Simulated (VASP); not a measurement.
A run of VASP 6.6.1 is set up as follows.

Contents of INCAR:

```
  PREC = Accurate
  ENCUT = 520
  EDIFF = 1E-6
  ISMEAR = 0
  SIGMA = 0.05
  LREAL = F
  LASPH = T
  NELM = 100
  ALGO = Normal
  ISIF = 2
  LWAVE = F
  LCHARG = F
  GGA = PE
  NBANDS = 15
```

File KPOINTS:

```
Automatic mesh
0
Gamma
  8 8 8
```

Contents of POSCAR:

```
SrO
1.0
    0.0000000000      2.6050071147      2.5008068301
    2.6050071147      0.0000000000      2.5008068301
    2.6050071147      2.6050071147      0.0000000000
Sr O
1 1
Direct
    0.0000000000      0.0000000000      0.0000000000
    0.5000000000      0.5000000000      0.5000000000
```

Potentials or basis: VASP PAW PBE potentials, release 64 (Sr_sv, O).

Launch:

```console
$ cat potpaw_PBE.64/Sr_sv/POTCAR potpaw_PBE.64/O/POTCAR > POTCAR
$ mpirun -np 1 vasp_std > vasp.out
```

**Question.** What does it give for the band gap on the k mesh?

**Answer.** 3.06 eV, indirect (least direct gap 3.28 eV).

**Question.** Estimate the pressure.

**Answer.** 3.9 GPa.

Stress tensor (GPa, compression positive):
```
1.78 0.00 0.00
0.00 1.78 0.00
0.00 0.00 8.11
```

 A k mesh can miss the band edges.
